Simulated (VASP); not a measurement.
Wanted: the native input for a VASP 6.6.1 run.

| Item | Value |
| --- | --- |
| Task | single point |
| Functional | r2SCAN |
| Potentials or basis | VASP PAW PBE potentials, release 64 (Li_sv, Cl) |
| Cutoff | 520 eV |
| k mesh | 8 × 8 × 8 |
| Occupations | gaussian, width 0.05 eV |
| Spin | no spin polarisation |
| Dipole correction | no |
| Further INCAR settings | ALGO = Normal; EDIFF = 1e-06; NBANDS = 12 |

The system is LiCl.

```
Li Cl
1.0
     0.00000    2.56476    2.56476
     2.56476    0.00000    2.56476
     2.56476    2.56476    0.00000
Li Cl
1 1
Direct
  0.00000 0.00000 0.00000
  0.50000 0.50000 0.46101
```

This cell differs from its parent crystal: atom 2 (Cl) moved by (-0.100, -0.100) A along x and y.

The input as run:

POSCAR

```
LiCl
1.0
    0.0000000000      2.5647600000      2.5647600000
    2.5647600000      0.0000000000      2.5647600000
    2.5647600000      2.5647600000      0.0000000000
Li Cl
1 1
Direct
    0.0000000000      0.0000000000      0.0000000000
    0.5000000000      0.5000000000      0.4610099970
```

INCAR.step1

```
SYSTEM = LiCl
PREC = Accurate
ENCUT = 520
ISMEAR = 0
SIGMA = 0.05
LREAL = .False.
LASPH = .True.
NELM = 100
NBANDS = 12
GGA = PE
ALGO = Normal
EDIFF = 1E-4
LWAVE = .True.
LCHARG = .False.
```

INCAR.step2

```
SYSTEM = LiCl
PREC = Accurate
ENCUT = 520
EDIFF = 1E-6
ISMEAR = 0
SIGMA = 0.05
LREAL = .False.
LASPH = .True.
NELM = 100
ALGO = Normal
ISIF = 2
LWAVE = .False.
LCHARG = .False.
METAGGA = R2SCAN
LMIXTAU = .True.
NBANDS = 12
ISTART = 1
```

KPOINTS

```
regular mesh
0
Gamma
  8 8 8
  0 0 0
```

Potentials or basis: VASP PAW PBE potentials, release 64 (Li_sv, Cl).

Command:

```console
$ cat potpaw_PBE.64/Li_sv/POTCAR potpaw_PBE.64/Cl/POTCAR > POTCAR
$ cp INCAR.step1 INCAR
$ mpirun -np 1 vasp_std > vasp.out
$ cp INCAR.step2 INCAR
$ mpirun -np 1 vasp_std > vasp.out
```

It gave:

```json
{
  "Largest force": "0.099 eV/Å",
  "Band gap on the k mesh": "7.29 eV"
}
```

Caveat: the cell differs from its parent crystal (atom 2 (Cl) moved by (-0.100, -0.100) A along x and y); the PAW data sets were made with another functional, which shifts forces and pressure a little.

It took 2.7 min on 1 thread of Intel Xeon 8259CL (shared host), peak memory 0.18 GiB.
